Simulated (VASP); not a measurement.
Wanted: the native input for a VASP 6.6.1 run.

```yaml
Task: single point
Functional: PBE
Potentials_or_basis: VASP PAW PBE potentials, release 64 (In_d, Sb, As)
Cutoff: 520 eV
k_mesh: 4 × 4 × 4
Occupations: gaussian, width 0.1 eV
Spin: no spin polarisation
Dipole_correction: no
Further_INCAR_settings: ALGO = Normal; EDIFF = 1e-07; NBANDS = 46
```

The structure of In4Sb3As lies in POSCAR:

```
In4Sb3As
1.0
    6.5117044116      0.0000000000      0.0000000000
    0.0000000000      6.5117044116      0.0000000000
    0.0000000000      0.0000000000      6.5117044116
In Sb As
4 3 1
Direct
    0.2418202986      0.7581797014      0.2418202986
    0.2418202986      0.2418202986      0.7581797014
    0.7581797014      0.7581797014      0.7581797014
    0.7581797014      0.2418202986      0.2418202986
    0.0000000000      0.5000000000      0.5000000000
    0.5000000000      0.5000000000      0.0000000000
    0.5000000000      0.0000000000      0.5000000000
    0.0000000000      0.0000000000      0.0000000000
```

One way to write it, as run:

INCAR

```
SYSTEM = In4Sb3As
  PREC = Accurate
  ENCUT = 520
  EDIFF = 1E-7
  ISMEAR = 0
  SIGMA = 0.1
  LREAL = .False.
  LASPH = .True.
  NELM = 100
  ALGO = Normal
  ISIF = 2
  LWAVE = .False.
  LCHARG = .True.
  GGA = PE
  LELF = .True.
  LVHAR = .True.
  NBANDS = 46
```

KPOINTS

```
regular mesh
0
Gamma
  4 4 4
  0 0 0
```

Potentials or basis: VASP PAW PBE potentials, release 64 (In_d, Sb, As).

Command:

```console
$ cat potpaw_PBE.64/In_d/POTCAR potpaw_PBE.64/Sb/POTCAR potpaw_PBE.64/As/POTCAR > POTCAR
$ mpirun -np 1 vasp_std > vasp.out
```

Results of the run:

| Item | Value |
| --- | --- |
| Pressure | 0.3 GPa |
| Largest force | 0.025 eV/Å |
| Band gap on the k mesh | zero (filled and empty bands overlap) |

Caveat: semilocal functionals underestimate gaps, and a narrow one can read as zero; spin-orbit coupling is left out, which moves the levels of the heavy elements.

It took 2.6 min on 1 thread of Intel(R) Xeon(R) Platinum 8259CL CPU @ 2.50GHz (Skylake/Cascade Lake) (shared host), peak memory 0.39 GiB.
